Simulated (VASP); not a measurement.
# MgGe2 (P1) in VASP: notebook

The runs below take MgGe2 through single point, with PBE.

Everything below comes from runs of VASP 6.6.1. Logs are shortened: lines on timing, memory, paths and dates and some standing lists are left out, and cuts for length are marked.

**1. The cell of the first run**

The typed cell holds 6 atoms: a = 5.823 Å, b = 5.823 Å, c = 6.815 Å, α = 116.59°, β = 116.59°, γ = 37.04°.

**2. Single point, PBE**

INCAR

```
SYSTEM = MgGe2
ALGO = Normal ; EDIFF = 1E-7
ENCUT = 520 ; GGA = PE
ISIF = 2 ; ISMEAR = 0
LASPH = .True. ; LCHARG = .True.
LELF = .True. ; LREAL = .False.
LVHAR = .True. ; LWAVE = .False.
NBANDS = 39 ; NELM = 60
PREC = Accurate ; SIGMA = 0.01
```

KPOINTS

```
k-points
0
Gamma
  6 6 3
  0 0 0
```

POSCAR

```
MgGe2
1.0
    5.5214850000     -1.8498460000      0.0000000000
    5.5214850000      1.8498460000      0.0000000000
   -3.2176250000      0.0000000000      6.0077740000
Ge Mg
4 2
Direct
    0.5339380000      0.5297690000      0.2994270000
    0.4660810000      0.4781670000      0.7036410000
    0.8806310000      0.8771360000      0.9876320000
    0.1191580000      0.1231920000      0.0203880000
    0.8090910000      0.8170940000      0.3520260000
    0.1787370000      0.1841300000      0.6529260000
```

Potentials or basis: VASP PAW PBE potentials, release 64 (Ge_d, Mg).

Run with:

```bash
cat potpaw_PBE.64/Ge_d/POTCAR potpaw_PBE.64/Mg/POTCAR > POTCAR
mpirun -np 1 vasp_std > vasp.out
```

OUTCAR:

```text
SYSTEM = MgGe2
   EDIFF = 1E-7
   ENCUT = 520
   GGA = PE
   ISIF = 2
   ISMEAR = 0
   LASPH = .True.
   LREAL = .False.
   NELM = 60
   PREC = Accurate

 ion  position               nearest neighbor table
   1  0.534  0.530  0.299-   3 2.72   3 2.72   6 2.85   6 2.87   5 2.95   5 3.18   5 3.21
   2  0.466  0.478  0.704-   4 2.72   4 2.74   5 2.87   5 2.88   6 3.06   6 3.10   6 3.11
   3  0.881  0.877  0.988-   4 2.58   1 2.72   1 2.72   5 2.90   6 2.94   6 2.96
   4  0.119  0.123  0.020-   3 2.58   2 2.72   2 2.74   6 2.88   5 2.91   5 2.92
   5  0.809  0.817  0.352-   2 2.87   2 2.88   3 2.90   4 2.91   4 2.92   1 2.95   1 3.18   1 3.21
                             6 3.54   6 3.55   6 3.59
   6  0.179  0.184  0.653-   1 2.85   1 2.87   4 2.88   3 2.94   3 2.96   2 3.06   2 3.10   2 3.11
                             5 3.54   5 3.55   5 3.59

  LATTYP: Found a base centered monoclinic cell.
 ALAT       =    11.0429700000
 B/A-ratio  =     0.3350268995
 C/A-ratio  =     0.6171495446
 COS(beta)  =    -0.4721273096

  Lattice vectors:

 A1 = (   5.5214850000,  -1.8498460000,   0.0000000000)
 A2 = (   5.5214850000,   1.8498460000,   0.0000000000)
 A3 = (  -3.2176250000,   0.0000000000,   6.0077740000)

Analysis of symmetry for initial positions (statically):
=====================================================================
 Subroutine PRICEL returns:
 Original cell was already a primitive cell.

 Routine SETGRP: Setting up the symmetry group for a
 base centered monoclinic supercell.

 Subroutine GETGRP returns: Found  1 space group operations
 (whereof  1 operations were pure point group operations)
 out of a pool of  4 trial point group operations.

The static configuration has the point symmetry C_1 .

Analysis of symmetry for dynamics (positions and initial velocities):
=====================================================================
 Subroutine PRICEL returns:
 Original cell was already a primitive cell.

 Routine SETGRP: Setting up the symmetry group for a
 base centered monoclinic supercell.

 Subroutine GETGRP returns: Found  1 space group operations
 (whereof  1 operations were pure point group operations)
 out of a pool of  4 trial point group operations.

The dynamic configuration has the point symmetry C_1 .

 Subroutine INISYM returns: Found  1 space group operations
 (whereof  1 operations are pure point group operations),
 and found     1 'primitive' translations

----------------------------------------------------------------------------------------
[... 106 lines left out ...]
   NFREE  =      0    steps in history (QN), initial steepest desc. (CG)
   ISIF   =      2    stress and relaxation
   ISYM   =      2    0-nonsym 1-usesym 2-fastsym
   POTIM  = 0.5000    time-step for ionic-motion
   TEBEG  =    0.0;   TEEND  =   0.0 temperature during run
   PSTRESS=    0.0 pullay stress
   NELECT =      60.0000    total number of electrons
   NUPDOWN=      -1.0000    fix difference up-down
   EMIN   =  10.00;   EMAX   =-10.00  energy-range for DOS
   EFERMI =   0.00;   METHOD = LEGACY
   ISMEAR =     0;   SIGMA  =   0.01  broadening in eV -4-tet -1-fermi 0-gaus
   EFERMI_NEDOS =   21; number of points for ismear=-14 and -15
   IALGO  =     38    algorithm
   IMIX   =      4    mixing-type and parameters
     AMIX     =   0.40;   BMIX     =  1.00
     AMIX_MAG =   1.60;   BMIX_MAG =  1.00
  volume/ion in A,a.u.               =      20.45       138.03
  Fermi-wavevector in a.u.,A,eV,Ry     =   1.289675  2.437132 22.630043  1.663261
  Thomas-Fermi vector in A             =   2.421553
   LORBIT       =      0    0 simple, 1 ext, 2 COOP (PROOUT), +10 PAW based schemes
   GGA     = PE    functional components
   LHFCALC =     F    Hartree Fock is set to
   AEXX    =    0.0000 exact exchange contribution
   IVDW    =     0    specifies the selected vdW correction
   LEPSILON=     F    determine dielectric tensor
   LRPA    =     F    only Hartree local field effects (RPA)
 non-spin polarized calculation
 Gauss-broadening in eV      SIGMA  =   0.01
  energy-cutoff  :      520.00
  volume of cell :      122.73
 maximum number of plane-waves:      3319
 NGX is ok and might be reduce to    48
   NGX = 21   NGY = 21   NGZ = 25

 number of electron      60.0000005 magnetization

 Free energy of the ion-electron system (eV)
  ---------------------------------------------------
  ext. energy  EPLUGINS =         0.00000000
  ---------------------------------------------------
  free energy    TOTEN  =       -20.80498773 eV

  energy without entropy =      -20.80480400  energy(sigma->0) =      -20.80489586

 E-fermi :   5.0602     XC(G=0): -10.1375

 val. band max:        5.0564178240   @ k =  -0.3333   0.1667  -0.3333
 cond. band min:       5.0641585204   @ k =   0.1667   0.1667  -0.0000
 fundamental gap:      0.0077406964
 Fermi energy:         5.0602397241

 k-point     1 :       0.0000    0.0000    0.0000
  band No.  band energies     occupation
      1     -19.5645      2.00000
      2     -19.5634      2.00000
      3     -19.5619      2.00000
      4     -19.5415      2.00000
      5     -19.5340      2.00000
      6     -19.5310      2.00000
[... 997 lines left out ...]
     38      10.2165      0.00000
     39      10.7430      0.00000

 [... further k-points ...]

------------------------ aborting loop because EDIFF is reached ----------------------------------------

  FORCE on cell =-STRESS in cart. coord.  units (eV):
  Direction    XX          YY          ZZ          XY          YZ          ZX
  --------------------------------------------------------------------------------------
  -------------------------------------------------------------------------------------
  Total       -0.3173827     -1.1825501     -0.3639850      0.0002407      0.0793643     -0.5127223
  in kB       -4.1434181    -15.4381436     -4.7518094      0.0031421      1.0360974     -6.6935686
  external PRESSURE =      -8.1111237 kB  Pullay stress =       0.0000000 kB

 VOLUME and BASIS-vectors are now :
 -----------------------------------------------------------------------------
  energy-cutoff  :      520.00
  volume of cell :      122.73
      direct lattice vectors                 reciprocal lattice vectors
     5.521485000 -1.849846000  0.000000000     0.090555349 -0.270292770  0.048499353
     5.521485000  1.849846000  0.000000000     0.090555349  0.270292770  0.048499353
    -3.217625000  0.000000000  6.007774000     0.000000000  0.000000000  0.166451002

 POSITION                                       TOTAL-FORCE (eV/Angst)
 -----------------------------------------------------------------------------------
      4.90980     -0.00771      1.79889        -0.112926      0.033511     -0.146566
      2.94960      0.02236      4.22732        -0.037013     -0.043345      0.112559
      6.52765     -0.00647      5.93347         0.171426      0.008398      0.164203
      1.27253      0.00746      0.12249        -0.182534      0.021466     -0.197557
      7.84627      0.01480      2.11489         0.046896     -0.001451      0.054281
     -0.09731      0.00998      3.92263         0.114150     -0.018580      0.013080
 -----------------------------------------------------------------------------------
    total drift:                                0.000451     -0.000047      0.000381

  FREE ENERGIE OF THE ION-ELECTRON SYSTEM (eV)
  ---------------------------------------------------
  free  energy   TOTEN  =       -20.8049877333 eV

  energy  without entropy=      -20.8048039952  energy(sigma->0) =      -20.80489586
```

stdout:

```text
POSCAR found type information on POSCAR GeMg
 POSCAR found :  2 types and       6 ions
 scaLAPACK will be used
 LDA part: xc-table for (Slater+PW92), standard interpolation
 POSCAR, INCAR and KPOINTS ok, starting setup
 FFT: planning ... GRIDC
 FFT: planning ... GRID_SOFT
 FFT: planning ... GRID
 WAVECAR not read
 entering main loop
```

It took 3.5 min on 1 thread of Intel Xeon 6975P-C (Granite Rapids), shared host; peak memory 0.46 GiB.

Results:

```
Free energy            : -20.8050 eV
Pressure               : -0.8 GPa
Largest force          : 0.270 eV/Å
Band gap on the k mesh : zero (bands 30 and 31 overlap by 2.12 eV)
```

Forces in eV/Å, atoms in the order of the input:
```
Ge  -0.113  0.034 -0.147
Ge  -0.037 -0.043  0.113
Ge   0.171  0.008  0.164
Ge  -0.183  0.021 -0.198
Mg   0.047 -0.001  0.054
Mg   0.114 -0.019  0.013
```

Stress tensor (GPa, compression positive):
```
-0.41  0.00 -0.67
 0.00 -1.54  0.10
-0.67  0.10 -0.48
```

**3. Single point, PBE**

INCAR

```
SYSTEM = MgGe2
ALGO = Normal ; EDIFF = 1E-6
ENCUT = 520 ; GGA = PE
ISIF = 2 ; ISMEAR = 0
LASPH = .True. ; LCHARG = .False.
LREAL = .False. ; LWAVE = .False.
NBANDS = 39 ; NELM = 80
PREC = Accurate ; SIGMA = 0.005
```

KPOINTS is that of step 2.

POSCAR is that of step 2.

Potentials or basis: VASP PAW PBE potentials, release 64 (Ge_d, Mg).

Run with:

```bash
cat potpaw_PBE.64/Ge_d/POTCAR potpaw_PBE.64/Mg/POTCAR > POTCAR
mpirun -np 1 vasp_std > vasp.out
```

It took 2.9 min on 1 thread of Intel Xeon 6975P-C (Granite Rapids), shared host; peak memory 0.46 GiB.

Results (log left out):

| Quantity | Value |
| --- | --- |
| Free energy | -20.8049 eV |
| Pressure | -0.8 GPa |
| Largest force | 0.267 eV/Å |
| Band gap on the k mesh | zero (bands 30 and 31 overlap by 2.12 eV) |

Forces on the atoms (eV/Å):
```
Ge  -0.115  0.037 -0.145
Ge  -0.035 -0.047  0.111
Ge   0.169  0.007  0.163
Ge  -0.180  0.023 -0.196
Mg   0.047 -0.001  0.055
Mg   0.114 -0.019  0.013
```

Stress tensor (GPa, compression positive):
```
-0.40  0.00 -0.68
 0.00 -1.63  0.10
-0.68  0.10 -0.50
```

Levels at points of the mesh, in eV from the Fermi level:
| k point | band 28 | band 29 | band 30 | band 31 | band 32 | band 33 |
| --- | --- | --- | --- | --- | --- | --- |
| (0.00, 0.00, 0.00) | -0.66 | 0.13 | 1.06 | 1.07 | 2.29 | 2.46 |
| (0.50, 0.00, 0.00) | -3.22 | -1.41 | -1.29 | -0.60 | 0.38 | 1.62 |
| (0.00, 0.50, 0.00) | -3.24 | -1.38 | -1.33 | -0.62 | 0.38 | 1.59 |
| (0.50, 0.50, 0.00) | -1.18 | 0.27 | 0.46 | 1.07 | 1.74 | 2.64 |
